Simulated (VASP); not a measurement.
Input of a VASP 6.6.1 run:

File INCAR:

```
SYSTEM = BiN
PREC = Accurate
ENCUT = 600
EDIFF = 1E-6
ISMEAR = 0
SIGMA = 0.05
LREAL = .FALSE.
LASPH = .TRUE.
NELM = 100
ALGO = Normal
ISIF = 3
LWAVE = .FALSE.
LCHARG = .FALSE.
GGA = PS
IBRION = 2
NSW = 80
EDIFFG = -0.01
```

The input KPOINTS:

```
Automatic mesh
0
G
  8 8 6
  0 0 0
```

POSCAR

```
BiN
1.0
    4.1812410513      0.0000000000      0.0000000000
    0.0000000000      4.1812410513      0.0000000000
    0.0000000000      0.0000000000      5.2687117658
Bi N
2 2
Direct
    0.5000000000      0.0000000000      0.2368000000
    0.0000000000      0.5000000000      0.7632000000
    0.0000000000      0.0000000000      0.0000000000
    0.5000000000      0.5000000000      0.0000000000
```

Potentials or basis: VASP PAW PBE potentials, release 64 (Bi_d, N).

Launch:

```bash
$ cat potpaw_PBE.64/Bi_d/POTCAR potpaw_PBE.64/N/POTCAR > POTCAR
$ mpirun -np 1 vasp_std > vasp.out
```

(1) Predict the relaxed volume.

(2) Estimate the band gap on the k mesh.

(3) Estimate the space group after relaxing (to 0.05 Å).

(4) Estimate the relaxed cell.

## Answers

(1) 19.48 Å³/atom.

(2) zero (band 20 reaches 6.70 eV, above the bottom of band 21 at 6.45 eV).

(3) P4/nmm (No. 129).

(4) a = 4.014 Å, b = 4.014 Å, c = 4.838 Å, α = 90.00°, β = 90.00°, γ = 90.00°.

Caveat: the volume moved by over 15 % at a fixed basis, so the end points are rough; the PAW data sets were made with another functional, which shifts forces and pressure a little; spin-orbit coupling is left out, which moves the levels of the heavy elements.
